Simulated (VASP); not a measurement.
# InSb (Pmmn) in VASP: further runs

InSb is run at these levels: PBE; tasks: electric field gradients, single point.

Program: VASP 6.6.1. These are calculated values, not measurements. Logs are shortened: lines on timing, memory, paths and dates and some standing lists are left out, and cuts for length are marked.

## Step 1: The cell of the first run

Symmetry: Pmmn, No. 59, orthorhombic system. Conventional cell: a = 5.462 Å, b = 5.824 Å, c = 3.123 Å, α = 90.00°, β = 90.00°, γ = 90.00°. In (site symmetry mm2) has 8 Sb at 2.78 to 3.91 Å and 6 In at 3.12 to 3.99 Å within 4.0 Å. Sb (site symmetry mm2) has 8 In at 2.78 to 3.91 Å and 6 Sb at 3.12 to 4.12 Å within 4.2 Å.

## Step 2: Electric field gradients, PBE (24.84 Å³/atom)

The input, INCAR:

```
PREC = Accurate ; ENCUT = 520
EDIFF = 1E-8 ; ISMEAR = -1
SIGMA = 0.08 ; LREAL = F
LASPH = T ; NELM = 100
ALGO = Normal ; ISIF = 2
LWAVE = F ; LCHARG = F
GGA = PE ; LEFG = T
NBANDS = 26
```

The input, KPOINTS:

```
regular mesh
0
Gamma
  6 6 11
```

The input, POSCAR:

```
InSb
1.0
    5.4620658897      0.0000000000      0.0000000000
    0.0000000000      5.8240284417      0.0000000000
    0.0000000000      0.0000000000      3.1230740751
In Sb
2 2
Direct
    0.0000000000      0.0000000000      0.0000000000
    0.5000000000      0.5000000000      0.0000000000
    0.5000000000      0.0000000000      0.8350000000
    0.0000000000      0.5000000000      0.1650000000
```

Potentials or basis: VASP PAW PBE potentials, release 64 (In_d, Sb).

Run with:

```bash
cat potpaw_PBE.64/In_d/POTCAR potpaw_PBE.64/Sb/POTCAR > POTCAR
mpirun -np 1 vasp_std > vasp.out
```

OUTCAR:

```text
PREC = Accurate
   ENCUT = 520
   EDIFF = 1E-8
   ISMEAR = -1
   LREAL = F
   LASPH = T
   NELM = 100
   ISIF = 2
   GGA = PE

 ion  position               nearest neighbor table
   1  0.000  0.000  0.000-   3 2.78   3 2.78   4 2.96   4 2.96   3 3.78   3 3.78   2 3.99   2 3.99
                             2 3.99   2 3.99
   2  0.500  0.500  0.000-   4 2.78   4 2.78   3 2.96   3 2.96   4 3.78   4 3.78   1 3.99   1 3.99
                             1 3.99   1 3.99
   3  0.500  0.000  0.835-   1 2.78   1 2.78   2 2.96   2 2.96   1 3.78   1 3.78
   4  0.000  0.500  0.165-   2 2.78   2 2.78   1 2.96   1 2.96   2 3.78   2 3.78

  LATTYP: Found a simple orthorhombic cell.
 ALAT       =     3.1230740751
 B/A-ratio  =     1.7489389487
 C/A-ratio  =     1.8648383937

  Lattice vectors:

 A1 = (   0.0000000000,   0.0000000000,   3.1230740751)
 A2 = (   5.4620658897,   0.0000000000,   0.0000000000)
 A3 = (   0.0000000000,   5.8240284417,   0.0000000000)

Analysis of symmetry for initial positions (statically):
=====================================================================
 Subroutine PRICEL returns:
 Original cell was already a primitive cell.

 Routine SETGRP: Setting up the symmetry group for a
 simple orthorhombic supercell.

 Subroutine GETGRP returns: Found  8 space group operations
 (whereof  4 operations were pure point group operations)
 out of a pool of  8 trial point group operations.

The static configuration has the point symmetry C_2v.
 The point group associated with its full space group is D_2h.

Analysis of symmetry for dynamics (positions and initial velocities):
=====================================================================
 Subroutine PRICEL returns:
 Original cell was already a primitive cell.

 Routine SETGRP: Setting up the symmetry group for a
 simple orthorhombic supercell.

 Subroutine GETGRP returns: Found  8 space group operations
 (whereof  4 operations were pure point group operations)
 out of a pool of  8 trial point group operations.

The dynamic configuration has the point symmetry C_2v.
 The point group associated with its full space group is D_2h.

 Subroutine INISYM returns: Found  8 space group operations
 (whereof  4 operations are pure point group operations),
 and found     1 'primitive' translations

----------------------------------------------------------------------------------------

                                     Primitive cell

  volume of cell :      99.3488

  direct lattice vectors                    reciprocal lattice vectors
     5.462065890  0.000000000  0.000000000     0.183080911  0.000000000  0.000000000
     0.000000000  5.824028442  0.000000000     0.000000000  0.171702458  0.000000000
     0.000000000  0.000000000  3.123074075     0.000000000  0.000000000  0.320197336

  length of vectors
     5.462065890  5.824028442  3.123074075     0.183080911  0.171702458  0.320197336

  position of ions in fractional coordinates (direct lattice)
     0.000000000  0.000000000  0.000000000
     0.500000000  0.500000000  0.000000000
     0.500000000  0.000000000  0.835000000
     0.000000000  0.500000000  0.165000000

  ion indices of the primitive-cell ions
   primitive index   ion index
                 1           1
                 2           2
                 3           3
                 4           4

----------------------------------------------------------------------------------------

 KPOINTS: regular mesh

Automatic generation of k-mesh.
 Grid dimensions read from file:
 generate k-points for:    6    6   11

 Generating k-lattice:

  Cartesian coordinates                     Fractional coordinates (reciprocal lattice)
     0.030513485  0.000000000  0.000000000     0.166666667  0.000000000  0.000000000
     0.000000000  0.028617076  0.000000000     0.000000000  0.166666667  0.000000000
     0.000000000  0.000000000  0.029108849     0.000000000  0.000000000  0.090909091

  Length of vectors
     0.030513485  0.028617076  0.029108849

  Shift w.r.t. Gamma in fractional coordinates (k-lattice)
     0.000000000  0.000000000  0.000000000

 Subroutine IBZKPT returns following result:
 ===========================================

 Found     96 irreducible k-points:

 Following reciprocal coordinates:
            Coordinates               Weight
  0.000000  0.000000  0.000000      1.000000
  0.166667  0.000000  0.000000      2.000000
  0.333333  0.000000  0.000000      2.000000
  0.500000  0.000000  0.000000      1.000000
  0.000000  0.166667  0.000000      2.000000
  0.166667  0.166667  0.000000      4.000000
[... 16 lines left out ...]
  0.333333  0.166667  0.090909      8.000000
  0.500000  0.166667  0.090909      4.000000
 [... further k-points ...]
   k-points           NKPTS =     96   k-points in BZ     NKDIM =     96   number of bands    NBANDS=     26
   number of dos      NEDOS =    301   number of ions     NIONS =      4
   total plane-waves  NPLWV =  48384
   dimension x,y,z NGX =    42 NGY =   48 NGZ =   24
   dimension x,y,z NGXF=    84 NGYF=   96 NGZF=   48
   ions per type =               2   2
   NGX,Y,Z   is equivalent  to a cutoff of  12.78, 13.70, 12.78 a.u.
   NGXF,Y,Z  is equivalent  to a cutoff of  25.57, 27.40, 25.55 a.u.
 SYSTEM =  unknown system
   PREC   = accura    normal or accurate (medium, high low for compatibility)
   ISTART =      0    job   : 0-new  1-cont  2-samecut
   ICHARG =      2    charge: 1-file 2-atom 10-const
   ISPIN  =      1    spin polarized calculation?
   LNONCOLLINEAR =      F non collinear calculations
   LSORBIT =      F    spin-orbit coupling
   LASPH  =      T    aspherical Exc in radial PAW
   ENCUT  =  520.0 eV  38.22 Ry    6.18 a.u.  10.16 10.83  5.81*2*pi/ulx,y,z
   NELM   =    100;   NELMIN=  2; NELMDL= -5     # of ELM steps
   EDIFF  = 0.1E-07   stopping-criterion for ELM
   LREAL  =      F    real-space projection
   EDIFFG = 0.1E-06   stopping-criterion for IOM
   NSW    =      0    number of steps for IOM
   IBRION =     -1    ionic relax: 0-MD 1-quasi-New 2-CG
   NFREE  =      0    steps in history (QN), initial steepest desc. (CG)
   ISIF   =      2    stress and relaxation
   ISYM   =      2    0-nonsym 1-usesym 2-fastsym
   POTIM  = 0.5000    time-step for ionic-motion
   TEBEG  =    0.0;   TEEND  =   0.0 temperature during run
   PSTRESS=    0.0 pullay stress
   NELECT =      36.0000    total number of electrons
   NUPDOWN=      -1.0000    fix difference up-down
   EMIN   =  10.00;   EMAX   =-10.00  energy-range for DOS
   EFERMI =   0.00;   METHOD = LEGACY
   ISMEAR =    -1;   SIGMA  =   0.08  broadening in eV -4-tet -1-fermi 0-gaus
   EFERMI_NEDOS =   21; number of points for ismear=-14 and -15
   IALGO  =     38    algorithm
   IMIX   =      4    mixing-type and parameters
     AMIX     =   0.40;   BMIX     =  1.00
     AMIX_MAG =   1.60;   BMIX_MAG =  1.00
  volume/ion in A,a.u.               =      24.84       167.61
  Fermi-wavevector in a.u.,A,eV,Ry     =   1.167136  2.205567 18.533941  1.362206
  Thomas-Fermi vector in A             =   2.303640
   LORBIT       =      0    0 simple, 1 ext, 2 COOP (PROOUT), +10 PAW based schemes
   GGA     = PE    functional components
   LHFCALC =     F    Hartree Fock is set to
   AEXX    =    0.0000 exact exchange contribution
   IVDW    =     0    specifies the selected vdW correction
   LEPSILON=     F    determine dielectric tensor
   LRPA    =     F    only Hartree local field effects (RPA)
 non-spin polarized calculation
  energy-cutoff  :      520.00
  volume of cell :       99.35
 maximum number of plane-waves:      2694
 NGX is ok and might be reduce to    42
   NGX = 21   NGY = 21   NGZ = 11

 number of electron      35.9999996 magnetization

 Free energy of the ion-electron system (eV)
  ---------------------------------------------------
  ext. energy  EPLUGINS =         0.00000000
  ---------------------------------------------------
  free energy    TOTEN  =       -12.65216451 eV

  energy without entropy =      -12.62143974  energy(sigma->0) =      -12.63680213

 E-fermi :   8.7540     XC(G=0): -10.4378

 val. band max:        8.7335112485   @ k =   0.1667   0.5000   0.4545
 cond. band min:       8.7566805473   @ k =   0.1667   0.3333   0.4545
 fundamental gap:      0.0231692987
 Fermi energy:         8.7539696852

 k-point     1 :       0.0000    0.0000    0.0000
  band No.  band energies     occupation
      1      -6.3754      2.00000
      2      -6.3712      2.00000
      3      -6.2654      2.00000
      4      -6.0776      2.00000
      5      -6.0684      2.00000
      6      -5.9462      2.00000
[... 18 lines left out ...]
     25      17.4925      0.00000
     26      17.8579      0.00000

 k-point     2 :       0.1667    0.0000    0.0000
  band No.  band energies     occupation
      1      -6.3643      2.00000
      2      -6.3465      2.00000
      3      -6.2657      2.00000
      4      -6.0765      2.00000
      5      -6.0710      2.00000
      6      -5.9574      2.00000
[... 18 lines left out ...]
     25      17.5799      0.00000
     26      17.7957      0.00000

 k-point     3 :       0.3333    0.0000    0.0000
  band No.  band energies     occupation
      1      -6.3392      2.00000
      2      -6.3075      2.00000
      3      -6.2442      2.00000
      4      -6.1083      2.00000
      5      -6.0515      2.00000
      6      -5.9861      2.00000
[... 18 lines left out ...]
     25      16.1956      0.00000
     26      16.5843      0.00000

 k-point     4 :       0.5000    0.0000    0.0000
  band No.  band energies     occupation
      1      -6.3151      2.00000
      2      -6.3151      2.00000
      3      -6.1713      2.00000
      4      -6.1713      2.00000
      5      -6.0211      2.00000
      6      -6.0211      2.00000
[... 18 lines left out ...]
     25      16.0270      0.00000
     26      16.0270      0.00000
[... 496 lines left out ...]
      1      -6.3260      2.00000
      2      -6.3186      2.00000
      3      -6.2286      2.00000
      4      -6.0837      2.00000
      5      -6.0612      2.00000
      6      -5.9644      2.00000
[... 18 lines left out ...]
     25      16.2241      0.00000
     26      16.8245      0.00000

 k-point    23 :       0.3333    0.1667    0.0909
  band No.  band energies     occupation
      1      -6.3013      2.00000
      2      -6.2778      2.00000
      3      -6.2164      2.00000
      4      -6.1080      2.00000
      5      -6.0445      2.00000
      6      -5.9889      2.00000
[... 18 lines left out ...]
     25      15.5462      0.00000
     26      16.0354      0.00000

 k-point    24 :       0.5000    0.1667    0.0909
  band No.  band energies     occupation
      1      -6.2792      2.00000
      2      -6.2792      2.00000
      3      -6.1593      2.00000
      4      -6.1593      2.00000
      5      -6.0187      2.00000
      6      -6.0187      2.00000
[... 18 lines left out ...]
     25      15.6864      0.00000
     26      15.6864      0.00000

 [... further k-points ...]

------------------------ aborting loop because EDIFF is reached ----------------------------------------

  FORCE on cell =-STRESS in cart. coord.  units (eV):
  Direction    XX          YY          ZZ          XY          YZ          ZX
  --------------------------------------------------------------------------------------
  -------------------------------------------------------------------------------------
  Total       13.2459795      5.5071756      2.7061469      0.0000000      0.0000000      0.0000000
  in kB      213.6151032     88.8130531     43.6414577      0.0000000      0.0000000      0.0000000
  external PRESSURE =     115.3565380 kB  Pullay stress =       0.0000000 kB

 VOLUME and BASIS-vectors are now :
 -----------------------------------------------------------------------------
  energy-cutoff  :      520.00
  volume of cell :       99.35
      direct lattice vectors                 reciprocal lattice vectors
     5.462065890  0.000000000  0.000000000     0.183080911  0.000000000  0.000000000
     0.000000000  5.824028442  0.000000000     0.000000000  0.171702458  0.000000000
     0.000000000  0.000000000  3.123074075     0.000000000  0.000000000  0.320197336

 POSITION                                       TOTAL-FORCE (eV/Angst)
 -----------------------------------------------------------------------------------
      0.00000      0.00000      0.00000         0.000000      0.000000      0.232020
      2.73103      2.91201      0.00000         0.000000      0.000000     -0.232020
      2.73103      0.00000      2.60777         0.000000      0.000000     -0.604143
      0.00000      2.91201      0.51531         0.000000      0.000000      0.604143
 -----------------------------------------------------------------------------------
    total drift:                                0.000000     -0.000000     -0.000000

  FREE ENERGIE OF THE ION-ELECTRON SYSTEM (eV)
  ---------------------------------------------------
  free  energy   TOTEN  =       -12.6521645098 eV

  energy  without entropy=      -12.6214397442  energy(sigma->0) =      -12.63680213

 Electric field gradients (V/A^2)
---------------------------------------------------------------------
 ion       V_xx      V_yy      V_zz      V_xy      V_xz      V_yz
---------------------------------------------------------------------
   1     -79.007    11.501    67.506    -0.000     0.000     0.000
   2     -79.007    11.501    67.506     0.000    -0.000     0.000
   3     -79.024   -77.744   156.769     0.000     0.000     0.000
   4     -79.024   -77.744   156.769     0.000    -0.000    -0.000
---------------------------------------------------------------------

 Electric field gradients after diagonalization (V/A^2)
 (convention: |V_zz| > |V_xx| > |V_yy|)
----------------------------------------------------------------------
 ion       V_xx      V_yy      V_zz     asymmetry (V_yy - V_xx)/ V_zz
----------------------------------------------------------------------
   1      67.506    11.501   -79.007       0.709
   2      67.506    11.501   -79.007       0.709
   3     -79.024   -77.744   156.769       0.008
   4     -79.024   -77.744   156.769       0.008
----------------------------------------------------------------------

           NMR quadrupolar parameters

 Cq : quadrupolar parameter    Cq=e*Q*V_zz/h
 eta: asymmetry parameters     (V_yy - V_xx)/ V_zz
 Q  : nuclear electric quadrupole moment in mb (millibarn)
----------------------------------------------------------------------
 ion       Cq(MHz)       eta       Q (mb)
----------------------------------------------------------------------
   1      -0.191       0.709       1.000
   2      -0.191       0.709       1.000
   3       0.379       0.008       1.000
   4       0.379       0.008       1.000
----------------------------------------------------------------------
```

It took 5.2 min on 1 thread of Intel Xeon 8259CL, shared host; peak memory 0.36 GiB.

What came out:

```
Free energy                             : -12.6522 eV
Pressure                                : 11.5 GPa
Largest force                           : 0.604 eV/Å
Band gap on the k mesh                  : zero (bands 18 and 19 overlap by 3.07 eV)
Largest electric field gradient by atom : In -79.0; Sb +156.8 V/Å²
```

Forces on the atoms (eV/Å):
```
In   0.000  0.000  0.232
In   0.000  0.000 -0.232
Sb   0.000  0.000 -0.604
Sb   0.000  0.000  0.604
```

Stress tensor (GPa, compression positive):
```
21.36  0.00  0.00
 0.00  8.88  0.00
 0.00  0.00  4.36
```

Electric field gradients, principal values (V/Å²):
| atom | least | middle | greatest (by size) |
| --- | --- | --- | --- |
| 1 In | 11.501 | 67.506 | -79.007 |
| 2 In | 11.501 | 67.506 | -79.007 |
| 3 Sb | -77.744 | -79.024 | 156.769 |
| 4 Sb | -77.744 | -79.024 | 156.769 |

Caveat: the stress differs along the axes, from 4 to 21 GPa; without QUAD_EFG the Cq values of the log hold for a quadrupole moment of 1 mb, not for the nuclei; spin-orbit coupling is left out, which moves the levels of the heavy elements.

[end of part 1 of 3]

The gap in the log of VASP goes by the Fermi energy; the results here count the filled bands.